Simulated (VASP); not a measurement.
Runs of VASP 6.6.1 on W. The structure is that of space group P6_3/mmc (No. 194), or close to it. The cells are those of the table. This isn't the form of W at room conditions, which is bcc.

```csv
cell,k mesh,gap on the mesh (eV),pressure (GPa)
"a = 2.670, b = 2.670, c = 9.372 Å, angles 90.0, 90.0, 120.0°, 4 atoms",15 × 15 × 4,none,33.0
"a = 2.745, b = 2.745, c = 9.637 Å, angles 90.0, 90.0, 120.0°, 4 atoms",15 × 15 × 4,none,1.7
"a = 2.708, b = 2.708, c = 9.506 Å, angles 90.0, 90.0, 120.0°, 4 atoms",15 × 15 × 4,none,15.8
"a = 2.631, b = 2.631, c = 9.235 Å, angles 90.0, 90.0, 120.0°, 4 atoms",15 × 15 × 4,none,(a)
"a = 2.745, b = 2.745, c = 9.637 Å, angles 90.0, 90.0, 120.0°, 4 atoms",13 × 13 × 4,none,(b)
```

Alike in all rows: task single point; level LDA; potentials or basis VASP PAW LDA potentials, release 64 (W_sv); no spin polarisation; cutoff (eV) 520; smearing fermi-dirac 0.1 eV.

Q: Estimate the missing entries.

A: (a) 54.2; (b) 1.8.

Caveats: spin-orbit coupling is left out, which moves the levels of the heavy elements; the cell stands under pressure (at least some runs).

A k mesh can miss the band edges, and the runs leave out spin-orbit coupling on W.

A gap of «none» marks levels without a gap at the run's occupations.
